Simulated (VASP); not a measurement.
Runs of VASP 6.6.1 on Mg. The structure is that of space group P6_3/mmc (No. 194), or close to it. The cells are those of the table. 

| task | cell | k mesh | cutoff (eV) | smearing | gap on the mesh (eV) | pressure (GPa) | relaxed volume (Å³/atom) |
| --- | --- | --- | --- | --- | --- | --- | --- |
| single point | a = 3.147, b = 3.147, c = 5.039 Å, angles 90.0, 90.0, 120.0°, 2 atoms | 15 × 15 × 8 | 520 | gaussian 0.1 eV | none | -0.3 | - |
| single point | a = 3.144, b = 3.144, c = 5.059 Å, angles 90.0, 90.0, 120.0°, 2 atoms | 15 × 15 × 8 | 520 | fermi-dirac 0.15 eV | none | -0.3 | - |
| relaxation of cell and atoms | relaxed from a = 3.147, b = 3.147, c = 5.039 Å, angles 90.0, 90.0, 120.0°, 2 atoms | 15 × 15 × 8 | 600 | fermi-dirac 0.15 eV | none | 0.0 | 21.48 |
| single point | a = 3.209, b = 3.209, c = 5.210 Å, angles 90.0, 90.0, 120.0°, 2 atoms | 6 × 6 × 4 | 520 | gaussian 0.1 eV | none | (a) | - |
| relaxation of cell and atoms | relaxed from a = 3.209, b = 3.209, c = 5.210 Å, angles 90.0, 90.0, 120.0°, 2 atoms | 15 × 15 × 8 | 600 | gaussian 0.1 eV | none | 0.0 | 21.43 |

Alike in all rows: level LDA; potentials or basis VASP PAW LDA potentials, release 64 (Mg); no spin polarisation.

Estimate the missing entries.

(a) -2.8.

Caveats: some runs use coarse meshes.

A gap of «none» marks levels without a gap at the run's occupations.
